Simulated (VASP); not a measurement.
# Nb (I4_1/amd) in VASP: single point with PBE

Aim: the single point of Nb with PBE.

Program: VASP 6.6.1. These are calculated values, not measurements. Logs are shortened: lines on timing, memory, paths and dates and some standing lists are left out, and cuts for length are marked.

## 1. The cell of the first run

The structure is tetragonal, space group I4_1/amd (No. 141). Conventional cell: a = 4.927 Å, b = 4.927 Å, c = 2.727 Å, α = 90.00°, β = 90.00°, γ = 90.00°. Within 3.4 Å of Nb (site symmetry -4m2) lie 10 Nb at 2.56 to 3.20 Å.

## 2. Single point, PBE

INCAR

```
  PREC = Accurate
  ENCUT = 520
  EDIFF = 1E-7
  ISMEAR = -1
  SIGMA = 0.08
  LREAL = F
  LASPH = T
  NELM = 60
  ALGO = Normal
  ISIF = 2
  LWAVE = F
  LCHARG = F
  GGA = PE
  NBANDS = 20
```

KPOINTS

```
Automatic mesh
0
Gamma
  16 16 16
```

POSCAR

```
Nb
1.0
   -2.4635624390      2.4635624390      1.3634470368
    2.4635624390     -2.4635624390      1.3634470368
    2.4635624390      2.4635624390     -1.3634470368
Nb
2
Direct
   -0.3750000000     -0.1250000000     -0.2500000000
    0.3750000000      0.1250000000      0.2500000000
```

Potentials or basis: VASP PAW PBE potentials, release 64 (Nb_sv).

On the command line:

```sh
$ cat potpaw_PBE.64/Nb_sv/POTCAR > POTCAR
$ mpirun -np 1 vasp_std > vasp.out
```

OUTCAR:

```text
PREC = Accurate
   ENCUT = 520
   EDIFF = 1E-7
   ISMEAR = -1
   LREAL = F
   LASPH = T
   NELM = 60
   ISIF = 2
   GGA = PE

 ion  position               nearest neighbor table
   1  0.625  0.875  0.750-   2 2.56   2 2.56   2 2.56   2 2.56
   2  0.375  0.125  0.250-   1 2.56   1 2.56   1 2.56   1 2.56

  LATTYP: Found a body centered tetragonal cell.
 ALAT       =     4.9271248780
 C/A-ratio  =     0.5534452934

  Lattice vectors:

 A1 = (  -2.4635624390,   2.4635624390,   1.3634470368)
 A2 = (   2.4635624390,  -2.4635624390,   1.3634470368)
 A3 = (   2.4635624390,   2.4635624390,  -1.3634470368)

Analysis of symmetry for initial positions (statically):
=====================================================================
 Subroutine PRICEL returns:
 Original cell was already a primitive cell.

 Routine SETGRP: Setting up the symmetry group for a
 body centered tetragonal supercell.

 Subroutine GETGRP returns: Found 16 space group operations
 (whereof  4 operations were pure point group operations)
 out of a pool of 16 trial point group operations.

The static configuration has the point symmetry C_2h.
 The point group associated with its full space group is D_4h.

Analysis of symmetry for dynamics (positions and initial velocities):
=====================================================================
 Subroutine PRICEL returns:
 Original cell was already a primitive cell.

 Routine SETGRP: Setting up the symmetry group for a
 body centered tetragonal supercell.

 Subroutine GETGRP returns: Found 16 space group operations
 (whereof  4 operations were pure point group operations)
 out of a pool of 16 trial point group operations.

The dynamic configuration has the point symmetry C_2h.
 The point group associated with its full space group is D_4h.

 Subroutine INISYM returns: Found 16 space group operations
 (whereof  4 operations are pure point group operations),
 and found     1 'primitive' translations

----------------------------------------------------------------------------------------

                                     Primitive cell

  volume of cell :      33.0998

  direct lattice vectors                    reciprocal lattice vectors
    -2.463562439  2.463562439  1.363447037     0.000000000  0.202958120  0.366717582
     2.463562439 -2.463562439  1.363447037     0.202958120  0.000000000  0.366717582
     2.463562439  2.463562439 -1.363447037     0.202958120  0.202958120  0.000000000
[... 79 lines left out ...]
   LNONCOLLINEAR =      F non collinear calculations
   LSORBIT =      F    spin-orbit coupling
   LASPH  =      T    aspherical Exc in radial PAW
   ENCUT  =  520.0 eV  38.22 Ry    6.18 a.u.   6.96  6.96  6.96*2*pi/ulx,y,z
   NELM   =     60;   NELMIN=  2; NELMDL= -5     # of ELM steps
   EDIFF  = 0.1E-06   stopping-criterion for ELM
   LREAL  =      F    real-space projection
   EDIFFG = 0.1E-05   stopping-criterion for IOM
   NSW    =      0    number of steps for IOM
   IBRION =     -1    ionic relax: 0-MD 1-quasi-New 2-CG
   NFREE  =      0    steps in history (QN), initial steepest desc. (CG)
   ISIF   =      2    stress and relaxation
   ISYM   =      2    0-nonsym 1-usesym 2-fastsym
   POTIM  = 0.5000    time-step for ionic-motion
   TEBEG  =    0.0;   TEEND  =   0.0 temperature during run
   PSTRESS=    0.0 pullay stress
   NELECT =      26.0000    total number of electrons
   NUPDOWN=      -1.0000    fix difference up-down
   EMIN   =  10.00;   EMAX   =-10.00  energy-range for DOS
   EFERMI =   0.00;   METHOD = LEGACY
   ISMEAR =    -1;   SIGMA  =   0.08  broadening in eV -4-tet -1-fermi 0-gaus
   EFERMI_NEDOS =   21; number of points for ismear=-14 and -15
   IALGO  =     38    algorithm
   IMIX   =      4    mixing-type and parameters
     AMIX     =   0.40;   BMIX     =  1.00
     AMIX_MAG =   1.60;   BMIX_MAG =  1.00
  volume/ion in A,a.u.               =      16.55       111.68
  Fermi-wavevector in a.u.,A,eV,Ry     =   1.510512  2.854454 31.043680  2.281646
  Thomas-Fermi vector in A             =   2.620692
   LORBIT       =      0    0 simple, 1 ext, 2 COOP (PROOUT), +10 PAW based schemes
   GGA     = PE    functional components
   LHFCALC =     F    Hartree Fock is set to
   AEXX    =    0.0000 exact exchange contribution
   IVDW    =     0    specifies the selected vdW correction
   LEPSILON=     F    determine dielectric tensor
   LRPA    =     F    only Hartree local field effects (RPA)
 non-spin polarized calculation
  energy-cutoff  :      520.00
  volume of cell :       33.10
 maximum number of plane-waves:       906
   NGX = 13   NGY = 13   NGZ = 13

 number of electron      26.0000003 magnetization

 Free energy of the ion-electron system (eV)
  ---------------------------------------------------
  ext. energy  EPLUGINS =         0.00000000
  ---------------------------------------------------
  free energy    TOTEN  =       -18.84790323 eV

  energy without entropy =      -18.80709974  energy(sigma->0) =      -18.82750148

 E-fermi :  12.8586     XC(G=0): -12.8706

 val. band max:       12.8513283754   @ k =   0.3750   0.2500   0.1250
 cond. band min:      12.8587290469   @ k =  -0.3750   0.5000   0.1875
 fundamental gap:      0.0074006715
 Fermi energy:        12.8586285547

 k-point     1 :       0.0000    0.0000    0.0000
  band No.  band energies     occupation
      1     -42.0368      2.00000
      2     -41.2868      2.00000
      3     -18.7874      2.00000
      4     -18.7874      2.00000
      5     -17.0461      2.00000
      6     -17.0184      2.00000
[... 541 lines left out ...]
     19      19.4907      0.00000
     20      20.4251      0.00000

 [... further k-points ...]

------------------------ aborting loop because EDIFF is reached ----------------------------------------

  FORCE on cell =-STRESS in cart. coord.  units (eV):
  Direction    XX          YY          ZZ          XY          YZ          ZX
  --------------------------------------------------------------------------------------
  -------------------------------------------------------------------------------------
  Total        5.7546610      5.7546610      5.7184251      0.0000000     -0.0000000      0.0000000
  in kB      278.5511233    278.5511233    276.7971464      0.0000000     -0.0000000      0.0000000
  external PRESSURE =     277.9664643 kB  Pullay stress =       0.0000000 kB

 VOLUME and BASIS-vectors are now :
 -----------------------------------------------------------------------------
  energy-cutoff  :      520.00
  volume of cell :       33.10
      direct lattice vectors                 reciprocal lattice vectors
    -2.463562439  2.463562439  1.363447037     0.000000000  0.202958120  0.366717582
     2.463562439 -2.463562439  1.363447037     0.202958120  0.000000000  0.366717582
     2.463562439  2.463562439 -1.363447037     0.202958120  0.202958120  0.000000000

 POSITION                                       TOTAL-FORCE (eV/Angst)
 -----------------------------------------------------------------------------------
      2.46356      1.23178      1.02259         0.000000     -0.000000     -0.000000
      0.00000      1.23178      0.34086        -0.000000      0.000000      0.000000
 -----------------------------------------------------------------------------------
    total drift:                               -0.000000      0.000000     -0.000000

  FREE ENERGIE OF THE ION-ELECTRON SYSTEM (eV)
  ---------------------------------------------------
  free  energy   TOTEN  =       -18.8479032328 eV

  energy  without entropy=      -18.8070997364  energy(sigma->0) =      -18.82750148
```

OSZICAR:

```text
N       E                     dE             d eps       ncg     rms          rms(c)
DAV:   1     0.311840771904E+03    0.31184E+03   -0.14933E+04 13976   0.138E+03
DAV:   2     0.500357170060E+01   -0.30684E+03   -0.29932E+03 15216   0.550E+02
DAV:   3    -0.183079504427E+02   -0.23312E+02   -0.22548E+02 26956   0.110E+02
DAV:   4    -0.192471676519E+02   -0.93922E+00   -0.92730E+00 18844   0.198E+01
DAV:   5    -0.192961103694E+02   -0.48943E-01   -0.48874E-01 22936   0.418E+00    0.118E+01
DAV:   6    -0.188532116103E+02    0.44290E+00   -0.95614E-01 21508   0.958E+00    0.467E+00
DAV:   7    -0.188322207837E+02    0.20991E-01   -0.39390E-01 25532   0.573E+00    0.136E+00
DAV:   8    -0.188480153696E+02   -0.15795E-01   -0.54508E-02 18644   0.236E+00    0.382E-01
DAV:   9    -0.188479386813E+02    0.76688E-04   -0.64772E-03 20776   0.717E-01    0.959E-02
DAV:  10    -0.188479096620E+02    0.29019E-04   -0.20099E-04 21208   0.164E-01    0.318E-02
DAV:  11    -0.188479045079E+02    0.51540E-05   -0.84189E-06 21768   0.232E-02    0.693E-03
DAV:  12    -0.188479035636E+02    0.94436E-06   -0.70306E-07 19212   0.863E-03    0.284E-03
DAV:  13    -0.188479033225E+02    0.24110E-06   -0.78829E-08  9388   0.305E-03    0.956E-04
DAV:  14    -0.188479032328E+02    0.89673E-07   -0.30577E-08  8700   0.244E-03
   1 F= -.18847903E+02 E0= -.18827501E+02  d E =-.408035E-01
```

It took 6.5 min on 1 thread of Intel Xeon 8259CL, shared host; peak memory 0.3 GiB.

What came out:

```yaml
Free_energy: -18.8479 eV
Pressure: 27.8 GPa
Band_gap_on_the_k_mesh: zero (bands 13 and 14 overlap by 1.51 eV)
```

Levels at points of the mesh, in eV from the Fermi level:
```tsv
k point	band 11	band 12	band 13	band 14	band 15	band 16
(0.00, 0.00, 0.00)	-3.07	-2.37	-1.53	2.47	2.47	2.58
(0.50, 0.00, 0.00)	-2.54	-1.48	0.27	1.01	1.50	2.71
(0.50, 0.50, 0.00)	-2.04	-2.04	-0.22	-0.22	1.93	1.93
(0.50, 0.50, 0.50)	-1.39	-1.39	0.91	0.91	2.03	2.03
```

Caveat: the cell stands under pressure.
